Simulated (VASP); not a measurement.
CrAu2, 6 atoms in the cell. It takes space group P6_3/mmc (No. 194, hexagonal). The conventional cell has a = 2.946 Å, b = 2.946 Å, c = 12.009 Å, α = 90.00°, β = 90.00°, γ = 120.00°. Cr (site symmetry -6m2) has 6 Au at 2.25 Å and 6 Cr at 2.95 Å within 3.0 Å. Within 3.0 Å of Au (site symmetry 3m) lie 3 Cr at 2.25 Å and 7 Au at 2.94 to 2.95 Å. The cell was generated, and may not be a known phase.

- Program: VASP 6.6.1
- Task: single point
- Functional: PBE
- Potentials or basis: VASP PAW PBE potentials, release 64 (Cr_pv, Au)
- Cutoff: 520 eV
- k mesh: 6 × 6 × 2
- Occupations: gaussian, width 0.1 eV
- Spin: collinear spin, ferromagnetic start
- Starting moments: [3.0, 3.0, 0.0, 0.0, 0.0, 0.0] μB
- Dipole correction: no
- Further INCAR settings: ALGO = Fast; EDIFF = 1e-07; NBANDS = 47

Potentials or basis: VASP PAW PBE potentials, release 64 (Cr_pv, Au).

Command:

```console
$ cat potpaw_PBE.64/Cr_pv/POTCAR potpaw_PBE.64/Au/POTCAR > POTCAR
$ mpirun -np 1 vasp_std > vasp.out
```

Hardware: 1 thread of Intel(R) Xeon(R) Platinum 8259CL CPU @ 2.50GHz (Skylake/Cascade Lake) (shared host).

Problem. How long does it take, and how much memory?

Solution. Wall time 3.6 min on 1 thread of Intel(R) Xeon(R) Platinum 8259CL CPU @ 2.50GHz (Skylake/Cascade Lake), on a shared host, peak memory 0.31 GiB. Counts: scf iterations 27, k points 14.
